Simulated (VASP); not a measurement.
Write the native input for VASP 6.6.1 that does the following.

```
Task                   : single point
Functional             : r2SCAN
Potentials or basis    : VASP PAW PBE potentials, release 64 (Zn, O)
Cutoff                 : 520 eV
k mesh                 : 6 × 6 × 8
Occupations            : gaussian, width 0.01 eV
Spin                   : no spin polarisation
Dipole correction      : no
Further INCAR settings : ALGO = Normal; EDIFF = 1e-07; NBANDS = 46
```

ZnO:

```xyz
8
Lattice="5.5131 0.0000 0.0000 0.0000 5.5131 0.0000 0.0000 0.0000 3.2488" Properties=species:S:1:pos:R:3 pbc="T T T"
Zn    1.0023    1.0023    1.6244
Zn    4.5109    4.5109    1.6244
Zn    3.7588    1.7543    0.0000
Zn    1.7543    3.7588    0.0000
O     4.5069    1.0063    1.6244
O     1.0063    4.5069    1.6244
O     3.7628    3.7628    0.0000
O     1.7503    1.7503    0.0000
```

The input as run:

POSCAR

```
ZnO
1.0
    5.5131257178      0.0000000000      0.0000000000
    0.0000000000      5.5131257178      0.0000000000
    0.0000000000      0.0000000000      3.2487918727
Zn O
4 4
Direct
    0.1817941392      0.1817941392      0.5000000000
    0.8182058608      0.8182058608      0.5000000000
    0.6817941392      0.3182058608      0.0000000000
    0.3182058608      0.6817941392      0.0000000000
    0.8174782387      0.1825217613      0.5000000000
    0.1825217613      0.8174782387      0.5000000000
    0.6825217613      0.6825217613      0.0000000000
    0.3174782387      0.3174782387      0.0000000000
```

INCAR.step1

```
SYSTEM = ZnO
PREC = Accurate
ENCUT = 520
ISMEAR = 0
SIGMA = 0.01
LREAL = .False.
LASPH = .True.
NELM = 60
NBANDS = 46
GGA = PE
ALGO = Normal
EDIFF = 1E-4
LWAVE = .True.
LCHARG = .False.
```

INCAR.step2

```
SYSTEM = ZnO
PREC = Accurate
ENCUT = 520
EDIFF = 1E-7
ISMEAR = 0
SIGMA = 0.01
LREAL = .False.
LASPH = .True.
NELM = 60
ALGO = Normal
ISIF = 2
LWAVE = .False.
LCHARG = .False.
METAGGA = R2SCAN
LMIXTAU = .True.
NBANDS = 46
ISTART = 1
```

KPOINTS

```
regular mesh
0
Gamma
  6 6 8
  0 0 0
```

Potentials or basis: VASP PAW PBE potentials, release 64 (Zn, O).

The run is started by

```sh
$ cat potpaw_PBE.64/Zn/POTCAR potpaw_PBE.64/O/POTCAR > POTCAR
$ cp INCAR.step1 INCAR
$ mpirun -np 1 vasp_std > vasp.out
$ cp INCAR.step2 INCAR
$ mpirun -np 1 vasp_std > vasp.out
```

It gave:

```yaml
Pressure: 1.0 GPa
Largest_force: 0.035 eV/Å
Band_gap_on_the_k_mesh: 1.20 eV
```

Caveat: the PAW data sets were made with another functional, which shifts forces and pressure a little.

Run time: 17 min on 1 thread of Intel Xeon 8259CL, with other jobs on the host, peak memory 0.32 GiB.
